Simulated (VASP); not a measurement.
# MoS2 (P1) in VASP: single point with LDA

Aim: the single point of MoS2 with LDA.

All numbers are computed with VASP 6.6.1; they aren't measurements. Logs are shortened: lines on timing, memory, paths and dates and some standing lists are left out, and cuts for length are marked.

### 1 The cell of the first run

The typed cell holds 12 atoms: a = 7.127 Å, b = 7.127 Å, c = 7.127 Å, α = 52.83°, β = 52.83°, γ = 52.83°.

### 2 Single point, LDA

INCAR reads:

```
PREC = Accurate
ENCUT = 520
EDIFF = 1E-6
ISMEAR = -1
SIGMA = 0.36
LREAL = F
LASPH = T
NELM = 100
ALGO = Normal
ISIF = 2
LWAVE = F
LCHARG = T
LELF = T
LVHAR = T
NBANDS = 64
```

KPOINTS reads:

```
regular mesh
0
Gamma
  3 3 3
```

POSCAR reads:

```
MoS2
1.0
   -3.1710000000     -1.8307780000      6.1149970000
    3.1710000000     -1.8307780000      6.1149970000
    0.0000000000      3.6615550000      6.1149970000
Mo S
4 8
Direct
    0.0195632501      0.1254919792     -0.1251206325
    0.5596684828      0.5474956666     -0.1014400256
    0.5179569847      0.1253048245      0.3686601918
    0.0391729055      0.5375645800      0.4209081388
    0.7813336664      0.8253260978      0.6194737891
    0.2735323050      0.3337025982      0.1241309503
    0.3032531185      0.3482862311      0.6340540856
    0.8049464950      0.8149118057      0.1587852538
    0.2829298242      0.8208043117      0.1355959897
    0.7591682564      0.3149866102      0.6541043623
    0.7974033755      0.3212444351      0.1649014699
    0.2857206453      0.8598612949      0.6469945729
```

Potentials or basis: VASP PAW LDA potentials, release 64 (Mo_sv, S).

On the command line:

```console
$ cat potpaw_LDA.64/Mo_sv/POTCAR potpaw_LDA.64/S/POTCAR > POTCAR
$ mpirun -np 1 vasp_std > vasp.out
```

OUTCAR:

```text
PREC = Accurate
   ENCUT = 520
   EDIFF = 1E-6
   ISMEAR = -1
   LREAL = F
   LASPH = T
   NELM = 100
   ISIF = 2

 ion  position               nearest neighbor table
   1  0.020  0.125  0.875-  12 2.34  11 2.36  10 2.38   7 2.44   9 2.47   8 2.50   4 2.75   2 2.80
                             3 3.16   3 3.19
   2  0.560  0.547  0.899-  10 2.33   5 2.37   9 2.42   6 2.43  11 2.44  12 2.48   1 2.80   3 2.84
                             4 3.04   4 3.31
   3  0.518  0.125  0.369-  11 2.33  12 2.35   7 2.38   6 2.39   5 2.42   8 2.48   2 2.84   4 2.84
                             1 3.16   1 3.19
   4  0.039  0.538  0.421-   5 2.32   8 2.35   7 2.36   6 2.43  10 2.43   9 2.50   1 2.75   3 2.84
                             2 3.04   2 3.31
   5  0.781  0.825  0.619-   4 2.32   2 2.37   3 2.42
   6  0.274  0.334  0.124-   3 2.39   4 2.43   2 2.43
   7  0.303  0.348  0.634-   4 2.36   3 2.38   1 2.44
   8  0.805  0.815  0.159-   4 2.35   3 2.48   1 2.50
   9  0.283  0.821  0.136-   2 2.42   1 2.47   4 2.50
  10  0.759  0.315  0.654-   2 2.33   1 2.38   4 2.43
  11  0.797  0.321  0.165-   3 2.33   1 2.36   2 2.44
  12  0.286  0.860  0.647-   1 2.34   3 2.35   2 2.48

  LATTYP: Found a trigonal (rhomboedric) cell.
 ALAT       =     7.1274243171
 COS(alpha) =     0.6041257486

  Lattice vectors:

 A1 = (  -3.1710000000,  -1.8307780000,   6.1149970000)
 A2 = (   3.1710000000,  -1.8307780000,   6.1149970000)
 A3 = (   0.0000000000,   3.6615550000,   6.1149970000)

Analysis of symmetry for initial positions (statically):
=====================================================================
 Subroutine PRICEL returns:
 Original cell was already a primitive cell.

 Routine SETGRP: Setting up the symmetry group for a
 trigonal (rhombohedral) supercell.

 Subroutine GETGRP returns: Found  1 space group operations
 (whereof  1 operations were pure point group operations)
 out of a pool of 12 trial point group operations.

The static configuration has the point symmetry C_1 .

Analysis of symmetry for dynamics (positions and initial velocities):
=====================================================================
 Subroutine PRICEL returns:
 Original cell was already a primitive cell.

 Routine SETGRP: Setting up the symmetry group for a
 trigonal (rhombohedral) supercell.

 Subroutine GETGRP returns: Found  1 space group operations
 (whereof  1 operations were pure point group operations)
 out of a pool of 12 trial point group operations.

The dynamic configuration has the point symmetry C_1 .

[... 119 lines left out ...]
   NUPDOWN=      -1.0000    fix difference up-down
   EMIN   =  10.00;   EMAX   =-10.00  energy-range for DOS
   EFERMI =   0.00;   METHOD = LEGACY
   ISMEAR =    -1;   SIGMA  =   0.36  broadening in eV -4-tet -1-fermi 0-gaus
   EFERMI_NEDOS =   21; number of points for ismear=-14 and -15
   IALGO  =     38    algorithm
   IMIX   =      4    mixing-type and parameters
     AMIX     =   0.40;   BMIX     =  1.00
     AMIX_MAG =   1.60;   BMIX_MAG =  1.00
  volume/ion in A,a.u.               =      17.75       119.78
  Fermi-wavevector in a.u.,A,eV,Ry     =   1.289118  2.436081 22.610521  1.661826
  Thomas-Fermi vector in A             =   2.421031
   LORBIT       =      0    0 simple, 1 ext, 2 COOP (PROOUT), +10 PAW based schemes
   GGA     = CA    functional components
   LHFCALC =     F    Hartree Fock is set to
   AEXX    =    0.0000 exact exchange contribution
   IVDW    =     0    specifies the selected vdW correction
   LEPSILON=     F    determine dielectric tensor
   LRPA    =     F    only Hartree local field effects (RPA)
 non-spin polarized calculation
  energy-cutoff  :      520.00
  volume of cell :      213.00
 maximum number of plane-waves:      5748
 NGX is ok and might be reduce to    54
   NGX = 27   NGY = 27   NGZ = 27

 number of electron     104.0000001 magnetization

 Free energy of the ion-electron system (eV)
  ---------------------------------------------------
  ext. energy  EPLUGINS =         0.00000000
  ---------------------------------------------------
  free energy    TOTEN  =       -95.89736744 eV

  energy without entropy =      -93.65001388  energy(sigma->0) =      -94.77369066

 E-fermi :   7.1720     XC(G=0): -11.1202

 val. band max:        7.1707777523   @ k =  -0.0000  -0.0000   0.3333
 cond. band min:       7.1876361421   @ k =   0.3333   0.0000   0.0000
 fundamental gap:      0.0168583898
 Fermi energy:         7.1720259361

 k-point     1 :       0.0000    0.0000    0.0000
  band No.  band energies     occupation
      1     -53.7471      2.00000
      2     -53.6935      2.00000
      3     -53.6674      2.00000
      4     -53.6365      2.00000
      5     -28.4013      2.00000
      6     -28.3699      2.00000
[... 927 lines left out ...]
     63      10.2777      0.00036
     64      10.6921      0.00011

------------------------ aborting loop because EDIFF is reached ----------------------------------------

  FORCE on cell =-STRESS in cart. coord.  units (eV):
  Direction    XX          YY          ZZ          XY          YZ          ZX
  --------------------------------------------------------------------------------------
  -------------------------------------------------------------------------------------
  Total        5.3061268      0.4922580      0.2995212     -2.1489999      1.8375432      1.6066729
  in kB       39.9124936      3.7027465      2.2529874    -16.1646991     13.8219332     12.0853350
  external PRESSURE =      15.2894092 kB  Pullay stress =       0.0000000 kB

 VOLUME and BASIS-vectors are now :
 -----------------------------------------------------------------------------
  energy-cutoff  :      520.00
  volume of cell :      213.00
      direct lattice vectors                 reciprocal lattice vectors
    -3.171000000 -1.830778000  6.114997000    -0.157678966 -0.091035995  0.054510788
     3.171000000 -1.830778000  6.114997000     0.157678966 -0.091035995  0.054510788
     0.000000000  3.661555000  6.114997000     0.000000000  0.182071990  0.054510803

 POSITION                                       TOTAL-FORCE (eV/Angst)
 -----------------------------------------------------------------------------------
      0.33590      2.93785      6.23690         0.374300      0.099962      0.207374
     -0.03860      1.26315     12.26500        -0.341188      0.847232      0.105444
     -1.24510      0.17220      6.18790         0.455157     -0.429490     -0.384839
      1.58040      0.48530      6.10060        -1.109479     -0.042697     -0.341872
      0.13950     -0.67320     13.61280         0.325892      0.388225      1.027392
      0.19080     -0.65720      4.47230        -0.139249      0.199801      0.492457
      0.14280      1.12880      7.86140         0.046641      0.756121     -0.226742
      0.03160     -2.38420     10.87640         1.258229     -0.704387     -0.083607
      1.70560     -1.52420      7.57850         0.206055      0.006419     -0.192557
     -1.40850      0.42850     10.56830        -0.438590     -0.713854      0.178961
     -1.50990     -1.44420      7.84890         0.396489     -0.831971      0.123117
      1.82060      0.27170     10.96160        -1.034256      0.424640     -0.905128
 -----------------------------------------------------------------------------------
    total drift:                               -0.000142      0.000403     -0.000089

  FREE ENERGIE OF THE ION-ELECTRON SYSTEM (eV)
  ---------------------------------------------------
  free  energy   TOTEN  =       -95.8973674373 eV

  energy  without entropy=      -93.6500138767  energy(sigma->0) =      -94.77369066
```

OSZICAR:

```text
N       E                     dE             d eps       ncg     rms          rms(c)
DAV:   1     0.101696103085E+04    0.10170E+04   -0.56965E+04  1904   0.155E+03
DAV:   2    -0.286657922697E+02   -0.10456E+04   -0.10153E+04  2056   0.421E+02
DAV:   3    -0.996039539333E+02   -0.70938E+02   -0.69005E+02  2240   0.947E+01
DAV:   4    -0.101671886988E+03   -0.20679E+01   -0.20489E+01  2152   0.155E+01
DAV:   5    -0.101723856860E+03   -0.51970E-01   -0.51887E-01  2104   0.250E+00    0.504E+01
DAV:   6    -0.978092644239E+02    0.39146E+01   -0.35997E+01  2136   0.257E+01    0.184E+01
DAV:   7    -0.965773087910E+02    0.12320E+01   -0.16440E+01  2048   0.176E+01    0.133E+01
DAV:   8    -0.959543537733E+02    0.62296E+00   -0.27264E+00  2152   0.763E+00    0.453E+00
DAV:   9    -0.959218970852E+02    0.32457E-01   -0.64820E-01  2176   0.389E+00    0.221E+00
DAV:  10    -0.959014718030E+02    0.20425E-01   -0.12579E-01  2152   0.196E+00    0.904E-01
DAV:  11    -0.958976263562E+02    0.38454E-02   -0.26718E-02  2136   0.799E-01    0.287E-01
DAV:  12    -0.958975474708E+02    0.78885E-04   -0.22828E-03  2128   0.278E-01    0.174E-01
DAV:  13    -0.958973956558E+02    0.15181E-03   -0.82172E-04  2112   0.187E-01    0.829E-02
DAV:  14    -0.958973665028E+02    0.29153E-04   -0.17409E-04  2144   0.684E-02    0.284E-02
DAV:  15    -0.958973671862E+02   -0.68338E-06   -0.25235E-05  2176   0.203E-02    0.907E-03
DAV:  16    -0.958973674373E+02   -0.25113E-06   -0.38621E-06  1600   0.120E-02
   1 F= -.95897367E+02 E0= -.94773691E+02  d E =-.224735E+01
```

stdout:

```text
POSCAR found type information on POSCAR MoS
 POSCAR found :  2 types and      12 ions
 scaLAPACK will be used
 LDA part: xc-table for (Slater(with rela. corr.)+CA(PZ))
 , standard interpolation
 POSCAR, INCAR and KPOINTS ok, starting setup
 FFT: planning ... GRIDC
 FFT: planning ... GRID_SOFT
 FFT: planning ... GRID
 WAVECAR not read
 entering main loop
```

It took 3.1 min on 1 thread of Intel Xeon 6975P-C (Granite Rapids), shared host; peak memory 0.37 GiB.

Results:

* Free energy: -95.8974 eV
* Pressure: 1.5 GPa
* Largest force: 1.444 eV/Å
* Band gap on the k mesh: zero (band 52 reaches 7.12 eV, above the bottom of band 53 at 7.10 eV)

Forces on the atoms (eV/Å):
```
Mo   0.374  0.100  0.207
Mo  -0.341  0.847  0.105
Mo   0.455 -0.429 -0.385
Mo  -1.109 -0.043 -0.342
S    0.326  0.388  1.027
S   -0.139  0.200  0.492
S    0.047  0.756 -0.227
S    1.258 -0.704 -0.084
S    0.206  0.006 -0.193
S   -0.439 -0.714  0.179
S    0.396 -0.832  0.123
S   -1.034  0.425 -0.905
```

Stress tensor (GPa, compression positive):
```
 3.99 -1.62  1.21
-1.62  0.37  1.38
 1.21  1.38  0.23
```

Caveat: the k points lie up to 0.40 Å⁻¹ apart; forces of over 1 eV/Å act on the atoms, so gaps and moduli don't describe the material at rest.
